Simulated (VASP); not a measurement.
# MgS (Niningerite) (Fm-3m) in VASP: a series of runs, part 2 of 2

VASP 6.6.1. The steps go on from the part before.

## Step 4: Vibrations by perturbation theory, LDA

The input, INCAR:

```
SYSTEM = MgS
PREC = Accurate
ENCUT = 520
EDIFF = 1E-8
ISMEAR = 0
SIGMA = 0.01
LREAL = .False.
LASPH = .True.
NELM = 60
ALGO = Normal
ISIF = 2
LWAVE = .False.
LCHARG = .True.
NBANDS = 11
IBRION = 8
NSW = 1
LEPSILON = .True.
```

The input, KPOINTS:

```
regular mesh
0
Gamma
  7 7 7
  0 0 0
```

The input, POSCAR:

```
MgS
1.0
    0.0000000000      2.6016500000      2.6016500000
    2.6016500000      0.0000000000      2.6016500000
    2.6016500000      2.6016500000      0.0000000000
S Mg
1 1
Direct
    0.5000000000      0.5000000000      0.5000000000
    0.0000000000      0.0000000000      0.0000000000
```

Potentials or basis: VASP PAW LDA potentials, release 64 (S, Mg).

On the command line:

```sh
cat potpaw_LDA.64/S/POTCAR potpaw_LDA.64/Mg/POTCAR > POTCAR
mpirun -np 1 vasp_std > vasp.out
```

OUTCAR:

```text
SYSTEM = MgS
   PREC = Accurate
   ENCUT = 520
   EDIFF = 1E-8
   ISMEAR = 0
   LREAL = .False.
   LASPH = .True.
   NELM = 60
   ISIF = 2
   IBRION = 8
   NSW = 1
   LEPSILON = .True.

 ion  position               nearest neighbor table
   1  0.500  0.500  0.500-   2 2.60   2 2.60   2 2.60   2 2.60   2 2.60   2 2.60
   2  0.000  0.000  0.000-   1 2.60   1 2.60   1 2.60   1 2.60   1 2.60   1 2.60

  LATTYP: Found a face centered cubic cell.
 ALAT       =     5.2033000000

  Lattice vectors:

 A1 = (   0.0000000000,   2.6016500000,   2.6016500000)
 A2 = (   2.6016500000,   0.0000000000,   2.6016500000)
 A3 = (   2.6016500000,   2.6016500000,   0.0000000000)

Analysis of symmetry for initial positions (statically):
[... 33 lines left out ...]
                                     Primitive cell

  volume of cell :      35.2190

  direct lattice vectors                    reciprocal lattice vectors
     0.000000000  2.601650000  2.601650000    -0.192185728  0.192185728  0.192185728
     2.601650000  0.000000000  2.601650000     0.192185728 -0.192185728  0.192185728
     2.601650000  2.601650000  0.000000000     0.192185728  0.192185728 -0.192185728

  length of vectors
     3.679288715  3.679288715  3.679288715     0.332875446  0.332875446  0.332875446

  position of ions in fractional coordinates (direct lattice)
[... 8 lines left out ...]
----------------------------------------------------------------------------------------

 KPOINTS: regular mesh

Automatic generation of k-mesh.
 Grid dimensions read from file:
[... 491 lines left out ...]

 PIEZOELECTRIC TENSOR (including local field effects)  for field in x, y, z        (C/m^2)
          XX          YY          ZZ          XY          YZ          ZX
  --------------------------------------------------------------------------------
  x     0.00000     0.00000     0.00000     0.00000     0.00000     0.00000
  y     0.00000     0.00000     0.00000     0.00000     0.00000     0.00000
  z     0.00000     0.00000     0.00000     0.00000     0.00000     0.00000

 BORN EFFECTIVE CHARGES (including local field effects) (in |e|, cummulative output)
 ---------------------------------------------------------------------------------
 ion    1
    1    -2.34510     0.00000    -0.00000
    2     0.00000    -2.34510     0.00000
    3     0.00000     0.00000    -2.34510
 ion    2
    1     2.34510    -0.00000     0.00000
    2    -0.00000     2.34510    -0.00000
    3    -0.00000     0.00000     2.34510

 INTERNAL STRAIN TENSOR FOR ION    2 for displacements in x,y,z  (eV/Angst):
          X           Y           Z          XY          YZ          ZX
  --------------------------------------------------------------------------------
  x     0.00000     0.00000     0.00000     0.00000     0.00000     0.00000
  y     0.00000     0.00000     0.00000     0.00000     0.00000     0.00000
  z     0.00000     0.00000     0.00000     0.00000     0.00000     0.00000

 SECOND DERIVATIVES (NOT SYMMETRIZED)
 ------------------------------------
               1X          1Y          1Z          2X          2Y          2Z
  1X    -2.498087    0.000000    0.000000    2.498087    0.000000    0.000000
  1Y     0.000000   -2.498087    0.000000    0.000000    2.498087    0.000000
  1Z     0.000000    0.000000   -2.498087    0.000000    0.000000    2.498087
  2X     2.493735    0.000000    0.000000   -2.493735    0.000000    0.000000
  2Y     0.000000    2.493735    0.000000    0.000000   -2.493735    0.000000
  2Z     0.000000    0.000000    2.493735    0.000000    0.000000   -2.493735

 Eigenvectors and eigenvalues of the dynamical matrix
 ----------------------------------------------------

   1 f  =    6.641970 THz    41.732727 2PiTHz  221.552267 cm-1    27.468968 meV
             X         Y         Z           dx          dy          dz
      2.601650  2.601650  2.601650    -0.656954    0.000000    0.000000
      0.000000  0.000000  0.000000     0.753930   -0.000000    0.000000
[... 21 lines left out ...]
   6 f/i=    0.002868 THz     0.018022 2PiTHz    0.095678 cm-1     0.011863 meV
             X         Y         Z           dx          dy          dz
      2.601650  2.601650  2.601650     0.009481    0.394205    0.642591
      0.000000  0.000000  0.000000     0.008261    0.343499    0.559937

--------------------------------------------------------------------------------------------------------

 MACROSCOPIC STATIC DIELECTRIC TENSOR IONIC CONTRIBUTION
 ------------------------------------------------------
          11.320958    -0.000000    -0.000000
          -0.000000    11.320958    -0.000000
          -0.000000    -0.000000    11.320958
 ------------------------------------------------------

 ELASTIC MODULI CONTR FROM IONIC RELAXATION (kBar)
 Direction    XX          YY          ZZ          XY          YZ          ZX
 --------------------------------------------------------------------------------
 XX           0.0000      0.0000      0.0000      0.0000      0.0000      0.0000
 YY           0.0000      0.0000      0.0000      0.0000      0.0000      0.0000
 ZZ           0.0000      0.0000      0.0000      0.0000      0.0000      0.0000
 XY           0.0000      0.0000      0.0000      0.0000      0.0000      0.0000
 YZ           0.0000      0.0000      0.0000      0.0000      0.0000      0.0000
 ZX           0.0000      0.0000      0.0000      0.0000      0.0000      0.0000
 --------------------------------------------------------------------------------

 PIEZOELECTRIC TENSOR IONIC CONTR  for field in x, y, z        (C/m^2)
          XX          YY          ZZ          XY          YZ          ZX
  --------------------------------------------------------------------------------
  x     0.00000     0.00000     0.00000     0.00000     0.00000     0.00000
  y     0.00000     0.00000     0.00000     0.00000     0.00000     0.00000
  z     0.00000     0.00000     0.00000     0.00000     0.00000     0.00000
```

stdout:

```text
POSCAR found type information on POSCAR S Mg
 POSCAR found :  2 types and       2 ions
 scaLAPACK will be used
 LDA part: xc-table for (Slater(with rela. corr.)+CA(PZ))
 , standard interpolation
 POSCAR, INCAR and KPOINTS ok, starting setup
 FFT: planning ... GRIDC
 FFT: planning ... GRID_SOFT
 FFT: planning ... GRID
 WAVECAR not read
 entering main loop
[... 23 lines left out ...]
  Direction:   3
 dielectric tensor                  component  3 :     0.304     1.200     5.640
 Linear response DOF=           2
 Linear response progress:
 first order change of Fermi-energy   0.52151E-02
 force on displaced ion       1 direction 1 :  -2.498   0.000   0.000
 Born effective charge ion    1 direction 1 :  -2.361   0.000   0.000
 Linear response progress:
 first order change of Fermi-energy  -0.55928E-02
 force on displaced ion       2 direction 1 :  -2.494   0.000   0.000
 Born effective charge ion    2 direction 1 :   2.329   0.000   0.000
 Born effective charges drift removed
 Linear response finished
```

Wall time 71 s (1 thread of AMD EPYC 9R45 (Zen 5), shared host); peak memory 0.15 GiB.

Results:

```yaml
Electronic_dielectric_tensor_diagonal: 5.64
Born_charges_mean_of_the_diagonal: S -2.35; Mg +2.35 e
Highest_phonon_frequency_at_Γ_LO-TO_splitting_left_out: 222 cm⁻¹
```

Phonon frequencies in cm⁻¹ (negative: imaginary):
```
              q point        frequencies
(0.000, 0.000, 0.000)  0 0 0 222 222 222
```

Electronic dielectric tensor:
```
5.64 0.00 0.00
0.00 5.64 0.00
0.00 0.00 5.64
```

Born effective charge tensors (e):
atom 1, S
```
-2.35  0.00  0.00
 0.00 -2.35  0.00
 0.00  0.00 -2.35
```
atom 2, Mg
```
2.35 0.00 0.00
0.00 2.35 0.00
0.00 0.00 2.35
```

Caveat: the cell wasn't relaxed at this level first, which shifts response properties.
